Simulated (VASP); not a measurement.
A run of VASP 6.6.1 is set up as follows.

File INCAR:

```
SYSTEM = Y
PREC = Accurate
ENCUT = 500
EDIFF = 1E-6
ISMEAR = 1
SIGMA = 0.05
LREAL = .False.
LASPH = .True.
NELM = 120
ALGO = Normal
ISIF = 2
LWAVE = .False.
LCHARG = .False.
GGA = CA
NBANDS = 12
GGA_COMPAT = .False.
```

File KPOINTS:

```
regular mesh
0
Gamma
  16 16 16
  0 0 0
```

The input POSCAR:

```
Y
1.0
    0.0000000000      2.4508655800      2.4508655800
    2.4508655800      0.0000000000      2.4508655800
    2.4508655800      2.4508655800      0.0000000000
Y
1
Direct
    0.0000000000      0.0000000000      0.0000000000
```

Potentials or basis: VASP PAW LDA potentials, release 64 (Y_sv).

The run is started by

```bash
$ cat potpaw_LDA.64/Y_sv/POTCAR > POTCAR
$ mpirun -np 1 vasp_std > vasp.out
```

**Question.** Estimate the band gap on the k mesh.

**Answer.** Zero (an odd number of electrons rules out a gap without spin polarisation).

**Question.** What does it give for the pressure?

**Answer.** -0.2 GPa.
